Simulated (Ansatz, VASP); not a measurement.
## SnO: VASP beside Ansatz

INCAR

```
SYSTEM = SnO
ALGO = Normal ; EDIFF = 1E-6
ENCUT = 520 ; GGA = PE
ISIF = 2 ; ISMEAR = -1
LASPH = .TRUE. ; LCHARG = .TRUE.
LELF = .TRUE. ; LREAL = .FALSE.
LVHAR = .TRUE. ; LWAVE = .FALSE.
NBANDS = 28 ; NELM = 80
PREC = Accurate ; SIGMA = 0.02
```

KPOINTS

```
k-points
0
G
  6 6 6
  0 0 0
```

Contents of POSCAR:

```
SnO
1.0
    3.9063657035      0.0000000000      0.0000000000
    0.0000000000      3.9063657035      0.0000000000
    0.0000000000      0.0000000000      4.6613007390
Sn O
2 2
Direct
    0.0000000000      0.5000000000      0.2373428064
    0.5000000000      0.0000000000      0.7626571936
    0.5000000000      0.5000000000      0.0000000000
    0.0000000000      0.0000000000      0.0000000000
```

Input for Ansatz:

```yaml
crystal:
  lattice:
    - [3.9063657035, 0.0, 0.0]
    - [0.0, 3.9063657035, 0.0]
    - [0.0, 0.0, 4.661300739]
  atoms:
    - { symbol: Sn, position: [0.0, 0.5, 0.2373428064] }
    - { symbol: Sn, position: [0.5, 0.0, 0.7626571936] }
    - { symbol: O, position: [0.5, 0.5, 0.0] }
    - { symbol: O, position: [0.0, 0.0, 0.0] }
kpoints:
  mp_grid: { grid: [6, 6, 6] }
  band_path:
    path:
      - [0.0, 0.0, 0.0]
      - [0.0, 0.5, 0.0]
      - [0.5, 0.5, 0.0]
      - [0.0, 0.0, 0.5]
      - [0.0, 0.5, 0.5]
      - [0.5, 0.5, 0.5]
      - [-0.109375, -0.109375, 0.0]
    npoints: 1
hamiltonian:
  xc: pbe
scf:
  occupations: { method: fermi_dirac, width: 0.02 }
  n_extra_bands: 5
output:
  forces: true
  stress: true
  eigenvalues: true
  write_density: true
  write_potential: true
  elf: true
  volumetric_format: npy
```

Change from the starting cell: epitaxial_xy strain +3.0%.

Alike in both runs: task single point; functional PBE; k mesh 6 × 6 × 6; occupations fermi-dirac, width 0.02 eV; no spin polarisation.

|  | VASP | Ansatz |
| --- | --- | --- |
| version | VASP 6.6.1 | Ansatz 0.2.0 |
| potentials or method | VASP PAW PBE potentials, release 64 (Sn_d, O) | plane waves, PAW |
| plane-wave cutoff (eV) | 520 | 420 |
| valence electrons in the cell | 40 | 40 |

|  | VASP | Ansatz | Ansatz less VASP |
| --- | --- | --- | --- |
| pressure (GPa) | 2.0 | 1.8 | -0.22 |
| traceless stress, the component that is largest in VASP (GPa) | 2.32 | 2.33 | +0.017 |
| rms of the force components (eV/Å) | 0.208 | 0.176 | -0.0325 |

Atom by atom the forces differ by 0.032 eV/Å (rms over components). With one functional, cell and mesh, what is left measures potentials, basis and numerics.
